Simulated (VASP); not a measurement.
Set up this calculation in VASP 6.6.1, as the native input.

```
Task                   : single point
Functional             : PBEsol
Potentials or basis    : VASP PAW PBE potentials, release 64 (In_d, O)
Cutoff                 : 520 eV
k mesh                 : 1 × 1 × 1, shifted
Occupations            : fermi-dirac, width 0.05 eV
Spin                   : no spin polarisation
Dipole correction      : no
Further INCAR settings : LREAL = Auto; ALGO = Normal; EDIFF = 1e-06; NBANDS = 398
```

The structure of In2O3 lies in POSCAR:

```
In2O3
1.0
   10.1614380000      0.0000000000      0.0000000000
    0.0000000000     10.1614380000      0.0000000000
    0.0000000000      0.0000000000     10.1614380000
In O
32 48
Direct
    0.2500000000      0.2500000000      0.2500000000
    0.4660080000      0.0000000000      0.2500000000
    0.0339920000      0.0000000000      0.7500000000
    0.2500000000      0.4660080000      0.0000000000
    0.7500000000      0.0339920000      0.0000000000
    0.0000000000      0.2500000000      0.4660080000
    0.0000000000      0.7500000000      0.0339920000
    0.0339920000      0.5000000000      0.2500000000
    0.2500000000      0.0339920000      0.5000000000
    0.5000000000      0.2500000000      0.0339920000
    0.5339920000      0.5000000000      0.2500000000
    0.7500000000      0.5339920000      0.0000000000
    0.2500000000      0.9660080000      0.0000000000
    0.5000000000      0.2500000000      0.5339920000
    0.5339920000      0.0000000000      0.7500000000
    0.9660080000      0.0000000000      0.2500000000
    0.7500000000      0.2500000000      0.2500000000
    0.7500000000      0.4660080000      0.5000000000
    0.2500000000      0.5339920000      0.5000000000
    0.0000000000      0.7500000000      0.5339920000
    0.0000000000      0.2500000000      0.9660080000
    0.2500000000      0.7500000000      0.2500000000
    0.5000000000      0.7500000000      0.4660080000
    0.2500000000      0.2500000000      0.7500000000
    0.4660080000      0.5000000000      0.7500000000
    0.7500000000      0.7500000000      0.7500000000
    0.2500000000      0.7500000000      0.7500000000
    0.7500000000      0.7500000000      0.2500000000
    0.7500000000      0.2500000000      0.7500000000
    0.9660080000      0.5000000000      0.7500000000
    0.7500000000      0.9660080000      0.5000000000
    0.5000000000      0.7500000000      0.9660080000
    0.3900100000      0.1545210000      0.3821500000
    0.6099900000      0.3454790000      0.3821500000
    0.1099900000      0.1545210000      0.6178500000
    0.3821500000      0.3900100000      0.1545210000
    0.3821500000      0.6099900000      0.3454790000
    0.6178500000      0.1099900000      0.1545210000
    0.1545210000      0.3821500000      0.3900100000
    0.3454790000      0.3821500000      0.6099900000
    0.1545210000      0.6178500000      0.1099900000
    0.1099900000      0.3454790000      0.1178500000
    0.1178500000      0.1099900000      0.3454790000
    0.3454790000      0.1178500000      0.1099900000
    0.6099900000      0.6545210000      0.1178500000
    0.3900100000      0.8454790000      0.1178500000
    0.8454790000      0.8821500000      0.1099900000
    0.6545210000      0.3821500000      0.1099900000
    0.8821500000      0.1099900000      0.8454790000
    0.6545210000      0.1178500000      0.6099900000
    0.8454790000      0.1178500000      0.3900100000
    0.3821500000      0.1099900000      0.6545210000
    0.8900100000      0.3454790000      0.6178500000
    0.8900100000      0.1545210000      0.1178500000
    0.8821500000      0.3900100000      0.3454790000
    0.8821500000      0.6099900000      0.1545210000
    0.1099900000      0.8454790000      0.8821500000
    0.1178500000      0.6099900000      0.6545210000
    0.1178500000      0.3900100000      0.8454790000
    0.1099900000      0.6545210000      0.3821500000
    0.6178500000      0.8900100000      0.3454790000
    0.1178500000      0.8900100000      0.1545210000
    0.3454790000      0.8821500000      0.3900100000
    0.1545210000      0.8821500000      0.6099900000
    0.3454790000      0.6178500000      0.8900100000
    0.3900100000      0.3454790000      0.8821500000
    0.6099900000      0.1545210000      0.8821500000
    0.1545210000      0.1178500000      0.8900100000
    0.8900100000      0.6545210000      0.8821500000
    0.8821500000      0.8900100000      0.6545210000
    0.6545210000      0.8821500000      0.8900100000
    0.6099900000      0.8454790000      0.6178500000
    0.3900100000      0.6545210000      0.6178500000
    0.8900100000      0.8454790000      0.3821500000
    0.6178500000      0.6099900000      0.8454790000
    0.6178500000      0.3900100000      0.6545210000
    0.3821500000      0.8900100000      0.8454790000
    0.8454790000      0.6178500000      0.6099900000
    0.6545210000      0.6178500000      0.3900100000
    0.8454790000      0.3821500000      0.8900100000
```

The input as run:

INCAR

```
SYSTEM = In2O3
PREC = Accurate
ENCUT = 520
EDIFF = 1E-6
ISMEAR = -1
SIGMA = 0.05
LREAL = Auto
LASPH = .True.
NELM = 100
ALGO = Normal
ISIF = 2
LWAVE = .False.
LCHARG = .False.
GGA = PS
NBANDS = 398
NCORE = 4
```

KPOINTS

```
Automatic mesh
0
Gamma
  1 1 1
  0.5 0.5 0.5
```

Potentials or basis: VASP PAW PBE potentials, release 64 (In_d, O).

The run is started by

```console
$ cat potpaw_PBE.64/In_d/POTCAR potpaw_PBE.64/O/POTCAR > POTCAR
$ mpirun -np 4 vasp_std > vasp.out
```

It gave:

```json
{
 "Pressure": "0.5 GPa",
 "Largest force": "0.031 eV/Å",
 "Band gap on the k mesh": "3.85 eV"
}
```

Caveat: the k points lie up to 0.62 Å⁻¹ apart; the PAW data sets were made with another functional, which shifts forces and pressure a little; spin-orbit coupling is left out, which moves the levels of the heavy elements; a shifted mesh leaves out Γ, where band edges can lie.

Wall time 6.9 min on 4 MPI ranks on Oxide Virtual Turin-like Processor (shared host), peak memory 0.4 GiB a rank.
